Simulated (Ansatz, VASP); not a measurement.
**Two plane-wave programs on CdS**

The input INCAR:

```
  ALGO = Normal
  EDIFF = 1E-7
  ENCUT = 520
  GGA = PE
  ISIF = 2
  ISMEAR = -1
  LASPH = T
  LCHARG = F
  LREAL = F
  LWAVE = F
  NBANDS = 16
  NELM = 80
  PREC = Accurate
  SIGMA = 0.02
```

KPOINTS

```
k-points
0
Gamma
  8 8 8
```

Contents of POSCAR:

```
CdS
1.0
   -0.0367401855      2.9392148416      2.9392148416
    2.9392148416     -0.0367401855      2.9392148416
    2.9024746561      2.9024746561      0.0000000000
Cd S
1 1
Direct
   -0.0027671664     -0.0027671664      0.0027671664
    0.2527671664      0.2527671664      0.2472328336
```

Input for Ansatz:

```yaml
crystal:
  lattice:
    - [-0.0367401855, 2.9392148416, 2.9392148416]
    - [2.9392148416, -0.0367401855, 2.9392148416]
    - [2.9024746561, 2.9024746561, 0.0]
  atoms:
    - { symbol: Cd, position: [-0.0027671664, -0.0027671664, 0.0027671664] }
    - { symbol: S, position: [0.2527671664, 0.2527671664, 0.2472328336] }
kpoints:
  mp_grid: { grid: [8, 8, 8] }
  band_path:
    path:
      - [0.0, 0.0, 0.0]
      - [-0.5, -0.5, 0.0]
      - [-0.375, -0.375, 0.25]
      - [-0.375, 0.0, 0.375]
      - [0.0, 0.0, 0.5]
      - [-0.5, -0.25, 0.25]
    npoints: 1
hamiltonian:
  xc: pbe
scf:
  occupations: { method: fermi_dirac, width: 0.02 }
  n_extra_bands: 4
output:
  forces: true
  stress: true
  eigenvalues: true
```

Change from the starting cell: shear_xy strain -2.5%.

Alike in both runs: task single point; functional PBE; k mesh 8 × 8 × 8; occupations fermi-dirac, width 0.02 eV; no spin polarisation.

|  | VASP | Ansatz |
| --- | --- | --- |
| version | VASP 6.6.1 | Ansatz 0.2.0 |
| potentials or method | VASP PAW PBE potentials, release 64 (Cd, S) | plane waves, PAW |
| plane-wave cutoff (eV) | 520 | 420 |
| valence electrons in the cell | 18 | 26 |

VASP gave:

| Quantity | Value |
| --- | --- |
| gap on the k mesh at the Fermi level (eV) | 1.05 |
| pressure (GPa) | 1.7 |
| traceless stress, the component that is largest in VASP (GPa) | 0.63 |

**Question.** Estimate Ansatz's values.

**Answer.** gap on the k mesh at the Fermi level (eV): 1.04; pressure (GPa): 1.4; traceless stress, the component that is largest in VASP (GPa): 0.63.

The functional is the same, so the differences come from potentials, cutoffs and numerics. VASP's potentials hold 18 valence electrons a cell and Ansatz's 26, so a difference there can come from the potentials and not from the codes.
